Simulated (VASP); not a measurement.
# Zr8HS16 (a cell with a defect) in VASP: a series of runs, part 2 of 2

VASP 6.6.1. Earlier steps stand in the parts before.

### 3 Single point, PBE

The input, INCAR:

```
ALGO = Normal ; EDIFF = 1E-6
ENCUT = 400 ; GGA = PE
GGA_COMPAT = F ; ISIF = 2
ISMEAR = 0 ; LASPH = T
LCHARG = F ; LREAL = F
LWAVE = F ; NBANDS = 114
NELECT = 192.0 ; NELM = 120
PREC = Accurate ; SIGMA = 0.02
```

The input, KPOINTS:

```
Automatic mesh
0
Gamma
  2 2 2
  0.5 0.5 0.5
```

The input, POSCAR:

```
Zr8HS16
1.0
    0.0000000000      6.3829682806     -6.7579064893
    0.0000000000      6.3829682806      6.7579064893
    7.3704169100     -6.3829682806      0.0000000000
Zr S H
8 16 1
Direct
    0.0022182156      0.0171229794     -0.0000073266
    0.1332778175      0.1232911449      0.7515241088
    0.2463173681      0.2455690594      0.4966461253
    0.3818400810      0.3715975599      0.2483870346
    0.5000874973      0.5019718087      0.0000073266
    0.6020841617      0.6201555867      0.7353744118
    0.7496806206      0.7489209179      0.5033415403
    0.8666095765      0.8849230883      0.2645631887
    0.8155582692      0.6056601296      0.2523513965
    0.9339013584      0.7301679978      0.0000598338
    0.0655653510      0.8522058599      0.7537713358
    0.1863255264      0.9722273450      0.4954685799
    0.3117391108      0.0983168028      0.2461597522
    0.4462264383      0.2257549059     -0.0000998587
    0.5632002243      0.3532082686      0.7476324701
    0.6909236915      0.4767120858      0.5045030757
    0.0641746515      0.2808241424      0.0000229295
    0.1839709308      0.3969774295      0.7495053628
    0.2998613488      0.5183583053      0.4896425866
    0.4344416780      0.6473795164      0.2504592376
    0.5596001177      0.7766117029     -0.0000705523
    0.6848084005      0.8992450759      0.7540462185
    0.8100638249      0.0287205186      0.5103011195
    0.9307606934      0.1453198164      0.2459330350
    1.0336539005      0.6291512628      0.0005330770
```

Potentials or basis: VASP PAW PBE potentials, release 64 (Zr_sv, S, H).

Started as:

```console
cat potpaw_PBE.64/Zr_sv/POTCAR potpaw_PBE.64/S/POTCAR potpaw_PBE.64/H/POTCAR > POTCAR
mpirun -np 1 vasp_std > vasp.out
```

OUTCAR:

```text
EDIFF = 1E-6
   ENCUT = 400
   GGA = PE
   ISIF = 2
   ISMEAR = 0
   LASPH = T
   LREAL = F
   NELECT = 192.0
   NELM = 120
   PREC = Accurate

 ion  position               nearest neighbor table
   1  0.002  0.017  1.000-  17 2.49  13 2.55  11 2.55  24 2.56  22 2.56  10 2.71   4 3.60   2 3.60
                             7 3.67   3 3.67
   2  0.133  0.123  0.752-  12 2.55  14 2.55  18 2.57  11 2.57  17 2.60  23 2.61   8 3.60   1 3.60
[... 700 lines left out ...]
  Total       -5.7571098     -6.1755592     -9.7588210      0.0012918     -0.0037001      0.0081220
  in kB      -14.5063510    -15.5607298    -24.5895750      0.0032550     -0.0093233      0.0204652
  external PRESSURE =     -18.2188852 kB  Pullay stress =       0.0000000 kB

 VOLUME and BASIS-vectors are now :
 -----------------------------------------------------------------------------
  energy-cutoff  :      400.00
  volume of cell :      635.85
      direct lattice vectors                 reciprocal lattice vectors
     0.000000000  6.382968281 -6.757906489     0.067838768  0.078333461 -0.073987410
     0.000000000  6.382968281  6.757906489     0.067838768  0.078333461  0.073987410
     7.370416910 -6.382968281  0.000000000     0.135677535  0.000000000  0.000000000

 POSITION                                       TOTAL-FORCE (eV/Angst)
 -----------------------------------------------------------------------------------
      7.37036     -6.25947      0.10073        -0.001366      0.007319      0.001666
      5.53905     -3.15928     -0.06749         0.001951     -0.000230      0.000766
      3.66049     -0.03038     -0.00506        -0.001078      0.001047      0.000953
      1.83072      3.22372     -0.06922        -0.000788     -0.000131      0.002178
      0.00005      6.39607      0.01273         0.000369     -0.000651     -0.001548
      5.42002      3.10765      0.12213        -0.007152     -0.000862      0.002150
[... 17 lines left out ...]
      1.81263      5.29880     -5.30794         0.001778      0.000159      0.010988
      0.00393      4.22726      4.02432        -0.001174     -0.001208      0.039770
 -----------------------------------------------------------------------------------
    total drift:                                0.000023     -0.000107      0.000510

  FREE ENERGIE OF THE ION-ELECTRON SYSTEM (eV)
  ---------------------------------------------------
  free  energy   TOTEN  =      -178.5027850312 eV

  energy  without entropy=     -178.5027850312  energy(sigma->0) =     -178.50278503
```

OSZICAR:

```text
N       E                     dE             d eps       ncg     rms          rms(c)
DAV:   1     0.153859290213E+04    0.15386E+04   -0.80066E+04   928   0.126E+03
DAV:   2    -0.271057125707E+02   -0.15657E+04   -0.15119E+04  1100   0.354E+02
DAV:   3    -0.178674727623E+03   -0.15157E+03   -0.14972E+03  1160   0.961E+01
DAV:   4    -0.193914964421E+03   -0.15240E+02   -0.15219E+02  1560   0.268E+01
DAV:   5    -0.195628783634E+03   -0.17138E+01   -0.17137E+01  1312   0.618E+00    0.445E+01
DAV:   6    -0.178705619715E+03    0.16923E+02   -0.61020E+01   956   0.188E+01    0.227E+01
DAV:   7    -0.178463735499E+03    0.24188E+00   -0.79066E+00  1328   0.606E+00    0.100E+01
DAV:   8    -0.178494679818E+03   -0.30944E-01   -0.83864E-01  1216   0.243E+00    0.246E+00
DAV:   9    -0.178501286875E+03   -0.66071E-02   -0.12222E-01  1232   0.908E-01    0.156E+00
DAV:  10    -0.178502553074E+03   -0.12662E-02   -0.24094E-02  1208   0.458E-01    0.449E-01
DAV:  11    -0.178502466776E+03    0.86298E-04   -0.36683E-03  1168   0.162E-01    0.180E-01
DAV:  12    -0.178502753326E+03   -0.28655E-03   -0.11559E-03  1040   0.890E-02    0.119E-01
DAV:  13    -0.178502766662E+03   -0.13336E-04   -0.83314E-05  1304   0.199E-02    0.651E-02
DAV:  14    -0.178502781924E+03   -0.15262E-04   -0.20052E-05   976   0.126E-02    0.269E-02
DAV:  15    -0.178502784940E+03   -0.30159E-05   -0.38104E-06   888   0.512E-03    0.139E-02
DAV:  16    -0.178502785031E+03   -0.91404E-07   -0.64627E-07   576   0.253E-03
   1 F= -.17850279E+03 E0= -.17850279E+03  d E =-.228734E-12
```

stdout:

```text
POSCAR found type information on POSCAR ZrS H
 POSCAR found :  3 types and      25 ions
 scaLAPACK will be used
 -----------------------------------------------------------------------------
|                                                                             |
|                                                                             |
|     You have a (more or less) 'large supercell' and for larger cells it     |
|     might be more efficient to use real-space projection operators.         |
|     Therefore, try LREAL= Auto in the INCAR file.                           |
|     Mind: For very accurate calculation, you might also keep the            |
|     reciprocal projection scheme (i.e. LREAL=.FALSE.).                      |
|                                                                             |
 -----------------------------------------------------------------------------

 LDA part: xc-table for (Slater+PW92), standard interpolation
 POSCAR, INCAR and KPOINTS ok, starting setup
 FFT: planning ... GRIDC
 FFT: planning ... GRID_SOFT
 FFT: planning ... GRID
 WAVECAR not read
 entering main loop
 the old and the new charge density differ
 old charge density:   193.00000 new  192.00000
    0.445E+01
```

It took 11 min on 1 thread of Intel Xeon 8259CL, shared host; peak memory 0.64 GiB.

What came out:

```
Free energy   : -178.5028 eV
Largest force : 0.055 eV/Å
```

Forces on the atoms (eV/Å):
```
Zr  -0.001  0.007  0.002
Zr   0.002  0.000  0.001
Zr  -0.001  0.001  0.001
Zr  -0.001  0.000  0.002
Zr   0.000 -0.001 -0.002
Zr  -0.007 -0.001  0.002
Zr   0.001  0.000  0.001
Zr   0.006 -0.004  0.001
S    0.000  0.001 -0.010
S    0.000  0.001 -0.055
S    0.000  0.000 -0.010
S   -0.003 -0.001 -0.010
S    0.001  0.000 -0.011
S    0.001  0.001 -0.011
S    0.000  0.000 -0.010
S    0.001 -0.001 -0.012
S    0.001 -0.001  0.009
S    0.000 -0.001  0.010
S    0.001 -0.001  0.009
S    0.000 -0.001  0.010
S    0.000 -0.001  0.012
S    0.000  0.001  0.010
S    0.000  0.000  0.009
S    0.002  0.000  0.011
H   -0.001 -0.001  0.040
```

Caveat: the cell carries a net charge on a neutralising background, which shifts energy and pressure; the cell is charged against a uniform background, so pressure and absolute levels hang on convention.
